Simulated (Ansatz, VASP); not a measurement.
Two plane-wave programs on BAs

```xyz
2
Lattice="0.0000 2.3480 2.3480 2.3480 0.0000 2.3480 2.3480 2.3480 0.0000" Properties=species:S:1:pos:R:3 pbc="T T T"
B     0.0000    0.0000    0.0000
As    1.1740    1.1740    1.1740
```

Alike in both runs: task single point; functional revPBE; k mesh 6 × 6 × 6; no spin polarisation.

```csv
,VASP,Ansatz
version,VASP 6.6.1,Ansatz 0.2.0
potentials or method,"VASP PAW PBE potentials, release 64 (B, As), cutoff 500 eV","plane waves, PAW"
occupations,"gaussian, width 0.01 eV",fixed
valence electrons in the cell,8,18
```

```csv
,VASP,Ansatz,Ansatz less VASP
gap on the k mesh at the Fermi level (eV),1.24,1.25,+0.010
```

VASP's potentials were made for PBE, not for revPBE. VASP's potentials hold 8 valence electrons a cell and Ansatz's 18, so a difference there can come from the potentials and not from the codes.
